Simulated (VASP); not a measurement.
Input of a VASP 6.6.1 run:

POSCAR

```
BaTe
1.0
    0.0000000000      3.6383584296      3.6383584296
    3.6383584296      0.0000000000      3.6383584296
    3.6383584296      3.6383584296      0.0000000000
Ba Te
1 1
Direct
    0.0000000000      0.0000000000      0.0000000000
    0.5000000000      0.5000000000      0.5000000000
```

The input INCAR.step1:

```
PREC     = Accurate       # precision mode
ENCUT    = 520            # plane-wave cutoff, eV
ISMEAR   = 0              # smearing method
SIGMA    = 0.01           # smearing width, eV
LREAL    = False          # projectors in reciprocal space
LASPH    = True           # aspherical terms in the spheres
NELM     = 60             # most SCF steps
NBANDS   = 15             # bands
GGA      = PE             # functional
ALGO     = Normal         # electronic algorithm
EDIFF    = 1E-4           # SCF threshold, eV
LWAVE    = True           # write WAVECAR
LCHARG   = False          # write CHGCAR
```

INCAR.step2

```
PREC     = Accurate       # precision mode
ENCUT    = 520            # plane-wave cutoff, eV
EDIFF    = 1E-7           # SCF threshold, eV
ISMEAR   = 0              # smearing method
SIGMA    = 0.01           # smearing width, eV
LREAL    = False          # projectors in reciprocal space
LASPH    = True           # aspherical terms in the spheres
NELM     = 60             # most SCF steps
ALGO     = Normal         # electronic algorithm
ISIF     = 2              # what is computed and relaxed
LWAVE    = False          # write WAVECAR
LCHARG   = False          # write CHGCAR
METAGGA  = R2SCAN         # meta-GGA
LMIXTAU  = True         
NBANDS   = 15             # bands
ISTART   = 1
```

The input KPOINTS:

```
regular mesh
0
Gamma
  6 6 6
```

Potentials or basis: VASP PAW PBE potentials, release 64 (Ba_sv, Te).

Command:

```bash
$ cat potpaw_PBE.64/Ba_sv/POTCAR potpaw_PBE.64/Te/POTCAR > POTCAR
$ cp INCAR.step1 INCAR
$ mpirun -np 1 vasp_std > vasp.out
$ cp INCAR.step2 INCAR
$ mpirun -np 1 vasp_std > vasp.out
```

**Question.** Estimate the band gap on the k mesh.

**Answer.** 2.09 eV (least direct gap 2.47 eV).

**Question.** Predict the pressure.

**Answer.** -2.0 GPa.

Caveat: the cell differs from its parent crystal (strain +3.0%); the PAW data sets were made with another functional, which shifts forces and pressure a little; spin-orbit coupling is left out, which moves the levels of the heavy elements. A k mesh can miss the band edges.
